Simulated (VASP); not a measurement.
# Ta (Im-3m) in VASP: a series of runs

The runs below take Ta through single point, relaxation of cell and atoms, with LDA.

Program: VASP 6.6.1. These are calculated values, not measurements. Logs are shortened: lines on timing, memory, paths and dates and some standing lists are left out, and cuts for length are marked.

## Step 1: The cell of the first run

Symmetry: Im-3m, No. 229, cubic system. The conventional cell has a = 3.253 Å, b = 3.253 Å, c = 3.253 Å, α = 90.00°, β = 90.00°, γ = 90.00°. Ta (site symmetry m-3m) has 14 Ta at 2.82 to 3.25 Å within 3.7 Å.

## Step 2: Single point, LDA

File INCAR:

```
ALGO = Fast
EDIFF = 1E-6
ENCUT = 520
ISIF = 2
ISMEAR = 0
LASPH = True
LCHARG = False
LREAL = False
LWAVE = False
NBANDS = 12
NELM = 80
PREC = Accurate
SIGMA = 0.1
```

File KPOINTS:

```
k-points
0
Gamma
  18 18 18
```

File POSCAR:

```
Ta
1.0
   -1.6263448625      1.6263448625      1.6263448625
    1.6263448625     -1.6263448625      1.6263448625
    1.6263448625      1.6263448625     -1.6263448625
Ta
1
Direct
    0.0000000000      0.0000000000      0.0000000000
```

Potentials or basis: VASP PAW LDA potentials, release 64 (Ta_pv).

Launch:

```sh
$ cat potpaw_LDA.64/Ta_pv/POTCAR > POTCAR
$ mpirun -np 1 vasp_std > vasp.out
```

OUTCAR:

```text
EDIFF = 1E-6
   ENCUT = 520
   ISIF = 2
   ISMEAR = 0
   LASPH = True
   LREAL = False
   NELM = 80
   PREC = Accurate

 ion  position               nearest neighbor table
   1  0.000  0.000  0.000-

  LATTYP: Found a body centered cubic cell.
 ALAT       =     3.2526897250

  Lattice vectors:

 A1 = (  -1.6263448625,   1.6263448625,   1.6263448625)
 A2 = (   1.6263448625,  -1.6263448625,   1.6263448625)
 A3 = (   1.6263448625,   1.6263448625,  -1.6263448625)

Analysis of symmetry for initial positions (statically):
=====================================================================
 Subroutine PRICEL returns:
 Original cell was already a primitive cell.

 Routine SETGRP: Setting up the symmetry group for a
 body centered cubic supercell.

 Subroutine GETGRP returns: Found 48 space group operations
 (whereof 48 operations were pure point group operations)
 out of a pool of 48 trial point group operations.

The static configuration has the point symmetry O_h .

Analysis of symmetry for dynamics (positions and initial velocities):
=====================================================================
 Subroutine PRICEL returns:
 Original cell was already a primitive cell.

 Routine SETGRP: Setting up the symmetry group for a
 body centered cubic supercell.

 Subroutine GETGRP returns: Found 48 space group operations
 (whereof 48 operations were pure point group operations)
 out of a pool of 48 trial point group operations.

The dynamic configuration has the point symmetry O_h .

 Subroutine INISYM returns: Found 48 space group operations
 (whereof 48 operations are pure point group operations),
 and found     1 'primitive' translations

----------------------------------------------------------------------------------------

                                     Primitive cell

  volume of cell :      17.2067

  direct lattice vectors                    reciprocal lattice vectors
    -1.626344863  1.626344863  1.626344863     0.000000000  0.307437870  0.307437870
     1.626344863 -1.626344863  1.626344863     0.307437870  0.000000000  0.307437870
     1.626344863  1.626344863 -1.626344863     0.307437870  0.307437870  0.000000000

  length of vectors
     2.816911932  2.816911932  2.816911932     0.434782805  0.434782805  0.434782805

  position of ions in fractional coordinates (direct lattice)
     0.000000000  0.000000000  0.000000000

  ion indices of the primitive-cell ions
   primitive index   ion index
                 1           1

----------------------------------------------------------------------------------------

 KPOINTS: k-points

Automatic generation of k-mesh.
 Grid dimensions read from file:
 generate k-points for:   18   18   18

 Generating k-lattice:

  Cartesian coordinates                     Fractional coordinates (reciprocal lattice)
     0.000000000  0.017079882  0.017079882     0.055555556  0.000000000  0.000000000
     0.017079882  0.000000000  0.017079882     0.000000000  0.055555556  0.000000000
     0.017079882  0.017079882  0.000000000     0.000000000  0.000000000  0.055555556

  Length of vectors
     0.024154600  0.024154600  0.024154600

  Shift w.r.t. Gamma in fractional coordinates (k-lattice)
     0.000000000  0.000000000  0.000000000

 Subroutine IBZKPT returns following result:
 ===========================================

 Found    195 irreducible k-points:

 Following reciprocal coordinates:
            Coordinates               Weight
  0.000000  0.000000  0.000000      1.000000
  0.055556  0.000000  0.000000     12.000000
  0.111111  0.000000  0.000000     12.000000
  0.166667  0.000000  0.000000     12.000000
  0.222222  0.000000  0.000000     12.000000
  0.277778  0.000000  0.000000     12.000000
[... 16 lines left out ...]
  0.333333  0.111111  0.000000     48.000000
  0.388889  0.111111  0.000000     48.000000
 [... further k-points ...]
   k-points           NKPTS =    195   k-points in BZ     NKDIM =    195   number of bands    NBANDS=     12
   number of dos      NEDOS =    301   number of ions     NIONS =      1
   total plane-waves  NPLWV =  13824
   dimension x,y,z NGX =    24 NGY =   24 NGZ =   24
   dimension x,y,z NGXF=    48 NGYF=   48 NGZF=   48
   ions per type =               1
   NGX,Y,Z   is equivalent  to a cutoff of  14.16, 14.16, 14.16 a.u.
   NGXF,Y,Z  is equivalent  to a cutoff of  28.33, 28.33, 28.33 a.u.
 SYSTEM =  unknown system
   PREC   = accura    normal or accurate (medium, high low for compatibility)
   ISTART =      0    job   : 0-new  1-cont  2-samecut
   ICHARG =      2    charge: 1-file 2-atom 10-const
   ISPIN  =      1    spin polarized calculation?
   LNONCOLLINEAR =      F non collinear calculations
   LSORBIT =      F    spin-orbit coupling
   LASPH  =      T    aspherical Exc in radial PAW
   ENCUT  =  520.0 eV  38.22 Ry    6.18 a.u.   5.24  5.24  5.24*2*pi/ulx,y,z
   NELM   =     80;   NELMIN=  2; NELMDL= -5     # of ELM steps
   EDIFF  = 0.1E-05   stopping-criterion for ELM
   LREAL  =      F    real-space projection
   EDIFFG = 0.1E-04   stopping-criterion for IOM
   NSW    =      0    number of steps for IOM
   IBRION =     -1    ionic relax: 0-MD 1-quasi-New 2-CG
   NFREE  =      0    steps in history (QN), initial steepest desc. (CG)
   ISIF   =      2    stress and relaxation
   ISYM   =      2    0-nonsym 1-usesym 2-fastsym
   POTIM  = 0.5000    time-step for ionic-motion
   TEBEG  =    0.0;   TEEND  =   0.0 temperature during run
   PSTRESS=    0.0 pullay stress
   NELECT =      11.0000    total number of electrons
   NUPDOWN=      -1.0000    fix difference up-down
   EMIN   =  10.00;   EMAX   =-10.00  energy-range for DOS
   EFERMI =   0.00;   METHOD = LEGACY
   ISMEAR =     0;   SIGMA  =   0.10  broadening in eV -4-tet -1-fermi 0-gaus
   EFERMI_NEDOS =   21; number of points for ismear=-14 and -15
   IALGO  =     68    algorithm
   IMIX   =      4    mixing-type and parameters
     AMIX     =   0.40;   BMIX     =  1.00
     AMIX_MAG =   1.60;   BMIX_MAG =  1.00
  volume/ion in A,a.u.               =      17.21       116.12
  Fermi-wavevector in a.u.,A,eV,Ry     =   1.410283  2.665049 27.060621  1.988900
  Thomas-Fermi vector in A             =   2.532253
   LORBIT       =      0    0 simple, 1 ext, 2 COOP (PROOUT), +10 PAW based schemes
   GGA     = CA    functional components
   LHFCALC =     F    Hartree Fock is set to
   AEXX    =    0.0000 exact exchange contribution
   IVDW    =     0    specifies the selected vdW correction
   LEPSILON=     F    determine dielectric tensor
   LRPA    =     F    only Hartree local field effects (RPA)
 non-spin polarized calculation
 RMM-DIIS sequential band-by-band and
 Gauss-broadening in eV      SIGMA  =   0.10
  energy-cutoff  :      520.00
  volume of cell :       17.21
 maximum number of plane-waves:       478
 NGX is ok and might be reduce to    24
   NGX = 11   NGY = 11   NGZ = 11

 number of electron      10.9999999 magnetization

 Free energy of the ion-electron system (eV)
  ---------------------------------------------------
  ext. energy  EPLUGINS =         0.00000000
  ---------------------------------------------------
  free energy    TOTEN  =       -12.83275590 eV

  energy without entropy =      -12.82696531  energy(sigma->0) =      -12.82986060

 E-fermi :   5.7809     XC(G=0): -13.0296

 val. band max:        5.7786268545   @ k =  -0.3333   0.3333   0.1667
 cond. band min:       5.7865823066   @ k =  -0.2222   0.2222   0.1667
 fundamental gap:      0.0079554521
 Fermi energy:         5.7809252107

 k-point     1 :       0.0000    0.0000    0.0000
  band No.  band energies     occupation
      1     -26.9350      2.00000
      2     -26.9350      2.00000
      3     -26.9350      2.00000
      4      -2.2274      2.00000
      5       6.4517      0.00000
      6       6.4517      0.00000
      7       6.4517      0.00000
      8       9.8761      0.00000
      9       9.8761      0.00000
     10      21.0732      0.00000
     11      21.0733      0.00000
     12      21.0733      0.00000

 k-point     2 :       0.0556    0.0000    0.0000
  band No.  band energies     occupation
      1     -26.9811      2.00000
      2     -26.9489      2.00000
      3     -26.9352      2.00000
      4      -2.0798      2.00000
      5       6.3559      0.00000
      6       6.4263      0.00000
      7       6.5959      0.00000
      8       9.7161      0.00000
      9       9.8759      0.00000
     10      21.2085      0.00000
     11      21.3283      0.00000
     12      21.4726      0.00000

 k-point     3 :       0.1111    0.0000    0.0000
  band No.  band energies     occupation
      1     -27.1123      2.00000
      2     -26.9889      2.00000
      3     -26.9361      2.00000
      4      -1.6538      2.00000
      5       6.0923      0.00001
      6       6.3179      0.00000
      7       7.0241      0.00000
      8       9.3837      0.00000
      9       9.8836      0.00000
     10      19.6272      0.00000
     11      21.5532      0.00000
     12      22.0676      0.00000

 k-point     4 :       0.1667    0.0000    0.0000
  band No.  band energies     occupation
      1     -27.3085      2.00000
      2     -27.0497      2.00000
      3     -26.9375      2.00000
      4      -1.0031      2.00000
      5       5.7192      1.61705
      6       6.0757      0.00003
      7       7.7226      0.00000
      8       9.1595      0.00000
      9       9.9201      0.00000
     10      19.6269      0.00000
     11      21.8757      0.00000
     12      23.2275      0.00000

 k-point     5 :       0.2222    0.0000    0.0000
  band No.  band energies     occupation
      1     -27.5417      2.00000
      2     -27.1233      2.00000
      3     -26.9392      2.00000
      4      -0.2282      2.00000
      5       5.3025      2.00000
      6       5.7682      1.14241
      7       8.6673      0.00000
      8       9.1820      0.00000
      9      10.0070      0.00000
     10      19.6260      0.00000
     11      21.7268      0.00000
     12      23.7532      0.00000
[... 228 lines left out ...]
      1     -27.8125      2.00000
      2     -27.2152      2.00000
      3     -26.9973      2.00000
      4       0.8828      2.00000
      5       4.8842      2.00000
      6       5.2698      2.00000
      7       8.9908      0.00000
      8      10.4096      0.00000
      9      10.5408      0.00000
     10      19.6221      0.00000
     11      21.0613      0.00000
     12      22.7903      0.00000

 k-point    22 :       0.2778    0.1111   -0.0000
  band No.  band energies     occupation
      1     -27.9971      2.00000
      2     -27.3017      2.00000
      3     -27.0017      2.00000
      4       1.4086      2.00000
      5       4.5697      2.00000
      6       5.4445      2.00000
      7       9.2927      0.00000
      8      10.6729      0.00000
      9      11.7290      0.00000
     10      19.5946      0.00000
     11      19.9135      0.00000
     12      21.4546      0.00000

 k-point    23 :       0.3333    0.1111    0.0000
  band No.  band energies     occupation
      1     -28.1434      2.00000
      2     -27.3727      2.00000
      3     -27.0047      2.00000
      4       1.6149      2.00000
      5       4.3411      2.00000
      6       6.0089      0.00126
      7       9.5763      0.00000
      8      10.8123      0.00000
      9      13.0351      0.00000
     10      18.8324      0.00000
     11      19.6329      0.00000
     12      20.0704      0.00000

 k-point    24 :       0.3889    0.1111    0.0000
  band No.  band energies     occupation
      1     -28.2370      2.00000
      2     -27.4190      2.00000
      3     -27.0066      2.00000
      4       1.6365      2.00000
      5       4.2007      2.00000
      6       6.6757      0.00000
      7       9.6495      0.00000
      8      11.0263      0.00000
      9      14.1059      0.00000
     10      17.9327      0.00000
     11      19.1813      0.00000
     12      19.6456      0.00000

 [... further k-points ...]

------------------------ aborting loop because EDIFF is reached ----------------------------------------

  FORCE on cell =-STRESS in cart. coord.  units (eV):
  Direction    XX          YY          ZZ          XY          YZ          ZX
  --------------------------------------------------------------------------------------
  -------------------------------------------------------------------------------------
  Total        0.1014380      0.1014380      0.1014380      0.0000000      0.0000000      0.0000000
  in kB        9.4452453      9.4452453      9.4452453      0.0000000      0.0000000      0.0000000
  external PRESSURE =       9.4452453 kB  Pullay stress =       0.0000000 kB

 VOLUME and BASIS-vectors are now :
 -----------------------------------------------------------------------------
  energy-cutoff  :      520.00
  volume of cell :       17.21
      direct lattice vectors                 reciprocal lattice vectors
    -1.626344863  1.626344863  1.626344863     0.000000000  0.307437870  0.307437870
     1.626344863 -1.626344863  1.626344863     0.307437870  0.000000000  0.307437870
     1.626344863  1.626344863 -1.626344863     0.307437870  0.307437870  0.000000000

 POSITION                                       TOTAL-FORCE (eV/Angst)
 -----------------------------------------------------------------------------------
      0.00000      0.00000      0.00000         0.000000      0.000000      0.000000
 -----------------------------------------------------------------------------------
    total drift:                                0.000000      0.000000      0.000000

  FREE ENERGIE OF THE ION-ELECTRON SYSTEM (eV)
  ---------------------------------------------------
  free  energy   TOTEN  =       -12.8327558950 eV

  energy  without entropy=      -12.8269653075  energy(sigma->0) =      -12.82986060
```

Run time: 31 s. Hardware: 1 thread of Intel Xeon 8259CL, shared host; peak memory 0.16 GiB.

What came out:

- Free energy: -12.8328 eV
- Pressure: 0.9 GPa
- Band gap on the k mesh: zero (an odd number of electrons rules out a gap without spin polarisation)

Caveat: spin-orbit coupling is left out, which moves the levels of the heavy elements.

## Step 3: Single point, LDA

This run uses another cell than the first one, of 17.24 Å³/atom.

File INCAR:

```
SYSTEM = Ta
ALGO     = Fast           ! electronic algorithm
EDIFF    = 1E-7           ! SCF threshold, eV
ENCUT    = 520            ! plane-wave cutoff, eV
GGA      = CA             ! functional
ISIF     = 2              ! what is computed and relaxed
ISMEAR   = -1             ! smearing method
LASPH    = .True.         ! aspherical terms in the spheres
LCHARG   = .False.        ! write CHGCAR
LREAL    = .False.        ! projectors in reciprocal space
LWAVE    = .False.        ! write WAVECAR
NBANDS   = 12             ! bands
NELM     = 80             ! most SCF steps
PREC     = Accurate       ! precision mode
SIGMA    = 0.15           ! smearing width, eV
```

File KPOINTS:

```
k-points
0
Gamma
  18 18 18
  0 0 0
```

File POSCAR:

```
Ta
1.0
   -1.6275257583      1.6275257583      1.6275257583
    1.6275257583     -1.6275257583      1.6275257583
    1.6275257583      1.6275257583     -1.6275257583
Ta
1
Direct
    0.0000000000      0.0000000000      0.0000000000
```

Potentials or basis: VASP PAW LDA potentials, release 64 (Ta_pv).

Launch:

```sh
$ cat potpaw_LDA.64/Ta_pv/POTCAR > POTCAR
$ mpirun -np 1 vasp_std > vasp.out
```

It took 42 s on 1 thread of Intel Xeon 8259CL, shared host; peak memory 0.16 GiB.

It converged, with:

```yaml
Free_energy: -12.8750 eV
Pressure: 0.9 GPa
Band_gap_on_the_k_mesh: zero (an odd number of electrons rules out a gap without spin polarisation)
```

Levels at points of the mesh, in eV from the Fermi level:
```
           k point  band 3  band 4  band 5  band 6  band 7  band 8  band 9  band 10
(0.00, 0.00, 0.00)  -32.75   -8.04    0.64    0.64    0.64    4.05    4.05    15.25
(0.50, 0.00, 0.00)  -32.77   -4.60   -1.75    1.92    3.96    5.03    8.16    12.19
(0.50, 0.50, 0.50)  -33.71   -4.12   -4.12    7.12    7.12    7.12    9.13     9.13
```

Caveat: spin-orbit coupling is left out, which moves the levels of the heavy elements.

(Continued in part 2 of 2.)
